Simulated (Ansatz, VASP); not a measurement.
**Ta: VASP beside Ansatz**

```xyz
1
Lattice="-1.6235 1.6235 1.6235 1.6235 -1.6235 1.6235 1.6235 1.6235 -1.6235" Properties=species:S:1:pos:R:3 pbc="T T T"
Ta    0.0000    0.0000    0.0000
```

Alike in both runs: functional LDA; k mesh 8 × 8 × 8; occupations gaussian, width 0.1 eV; no spin polarisation.

Ansatz relaxed the structure, and its values are those at the end. VASP's run is a single point on that final structure, the one shown.

```csv
,VASP,Ansatz
version,VASP 6.6.1,Ansatz 0.2.0
potentials or method,"VASP PAW LDA potentials, release 64 (Ta_sv_GW), cutoff 500 eV","scalar-relativistic, plane waves, PAW"
valence electrons in the cell,13,13
```

```csv
,VASP,Ansatz,Ansatz less VASP
gap on the k mesh at the Fermi level (eV),none,none,-
pressure (GPa),-0.5,0.0,+0.54
```

Ansatz warns that its potentials were made for another functional, while VASP's fit it. LDA's correlation is that of Perdew and Zunger in VASP and of Perdew and Wang (1992) in Ansatz. A gap of «none» marks a metal or a gap that the smearing closes.

Spin-orbit coupling is off throughout.
